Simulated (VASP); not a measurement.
## Ge: single point with PBEsol

Crystal: Ge.

```xyz
2
Lattice="0.0566 2.8571 2.8571 2.8571 0.0566 2.8571 2.8571 2.8571 0.0566" Properties=species:S:1:pos:R:3 pbc="T T T"
Ge    2.8853    2.8853    2.8853
Ge    4.3280    4.3280    4.3280
```

This cell differs from its parent crystal: equal xy, yz and zx shear strains of +2 %.

| Item | Value |
| --- | --- |
| Program | VASP 6.6.1 |
| Task | single point |
| Functional | PBEsol |
| Potentials or basis | VASP PAW PBE potentials, release 64 (Ge_d) |
| Cutoff | 520 eV |
| k mesh | 11 × 11 × 11 |
| Occupations | fermi-dirac, width 0.05 eV |
| Spin | no spin polarisation |

* Pressure: 0.5 GPa
* Largest force: 0.268 eV/Å
* Band gap on the k mesh: zero (filled and empty bands touch)

Forces on the atoms (eV/Å):
```
Ge   0.155  0.155  0.155
Ge  -0.155 -0.155 -0.155
```

Stress tensor (GPa, compression positive):
```
 0.50 -1.60 -1.60
-1.60  0.50 -1.60
-1.60 -1.60  0.50
```

Levels at points of the mesh, in eV from the Fermi level:
| k point | band 11 | band 12 | band 13 | band 14 | band 15 | band 16 | band 17 | band 18 |
| --- | --- | --- | --- | --- | --- | --- | --- | --- |
| (0.00, 0.00, 0.00) | -12.80 | -0.04 | -0.04 | 0.02 | 0.02 | 2.29 | 2.69 | 2.69 |

Wall time 3 min on 1 thread of AMD EPYC 7571 (shared host), peak memory 0.21 GiB.

Caveat: the cell differs from its parent crystal (equal xy, yz and zx shear strains of +2 %); semilocal functionals underestimate gaps, so a narrow gap can read as zero; the PAW data sets were made with another functional, which shifts forces and pressure a little.
